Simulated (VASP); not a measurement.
ZrIn2S2:

```xyz
5
Lattice="2.0421 -7.5086 0.0000 2.0421 7.5086 0.0000 0.0000 0.0000 3.9591" Properties=species:S:1:pos:R:3 pbc="T T T"
Zr    0.0000    0.0000    0.0000
In    2.0421    4.4888    0.0000
In    2.0421   -4.4888    0.0000
S     2.0421    2.0508    1.9795
S     2.0421   -2.0508    1.9795
```

The cell was built from a structure type or drawn by symmetry, and may not be a known phase.

```yaml
Program: VASP 6.6.1
Task: relaxation of cell and atoms
Functional: PBE
Potentials_or_basis: VASP PAW PBE potentials, release 64 (Zr_sv, In_d, S)
Cutoff: 600 eV
k_mesh: 4 × 4 × 4
Occupations: gaussian, width 0.1 eV
Spin: no spin polarisation
```

At the start: pressure 0.5 GPa; volume 24.28 Å³/atom.

Q: Where does the relaxation end?

A: Over 32 steps the energy falls by 1135.9 meV/atom and the volume is 22.42 Å³/atom (-7.7 %); space group Cmmm (No. 65, to 0.1 Å) before and after.

The path:
```
step  energy change (eV)  largest force (eV/Å)  pressure (GPa)  volume (Å³)
   1              0.0000                3.4939            0.51       121.41
   2             -1.0972                1.7930           -3.07       122.66
   3             -1.2923                1.7741           -3.48       123.46
   4             -2.4064                2.1530           -1.18       114.03
   5             -1.7919                4.1602           36.09        84.85
   6             -3.2501                2.5373            4.95       103.07
   7             -3.2709                3.0883           11.29        97.18
   8             -3.7911                2.6424           10.65        97.66
   9             -4.8092                1.4544           12.42        98.30
  10             -4.7418                1.1452           15.44        98.24
  11             -4.8237                1.2402           13.63        98.30
  12             -5.3885                0.7735            4.78       106.73
  13             -5.5299                0.5202            0.20       113.11
  14             -5.5363                0.4616           -0.76       114.74
  15             -5.5363                0.4494           -0.96       115.08
  16             -5.5608                0.4178           -0.77       114.79
  17             -5.5948                0.3444           -0.14       114.01
  18             -5.5962                0.3319            0.07       113.80
  19             -5.6118                0.3022            0.13       113.73
  20             -5.6382                0.2244            0.50       113.50
  21             -5.6396                0.2391            0.64       113.42
  22             -5.6504                0.1878            0.17       114.12
  23             -5.6575                0.1145           -0.45       115.12
  24             -5.6578                0.0971           -0.58       115.36
  25             -5.6646                0.1086           -0.26       114.65
  26             -5.6658                0.1148           -0.10       114.24
  27             -5.6692                0.1120           -0.06       113.87
  28             -5.6765                0.1110            0.09       112.76
  29             -5.6754                0.0850            0.49       110.51
  30             -5.6788                0.1077            0.27       111.77
  31             -5.6788                0.0574           -0.45       112.48
  32             -5.6797                0.0253           -0.10       112.12
```

Final structure:
```
Zr In S
1.0
     1.63264  -10.45625    0.00000
     1.63264   10.45625    0.00000
     0.00000    0.00000    3.28386
Zr In S
1 2 2
Direct
  0.00000 0.00000 0.00000
  0.17844 0.82156 0.00000
  0.82156 0.17844 0.00000
  0.43036 0.56964 0.50000
  0.56964 0.43036 0.50000
```

Caveat: the k points lie up to 0.49 Å⁻¹ apart in the final cell, too coarse for converged energies and pressures of a metal; a cell axis changed by over 15 % at a fixed basis, so the end point is rough.
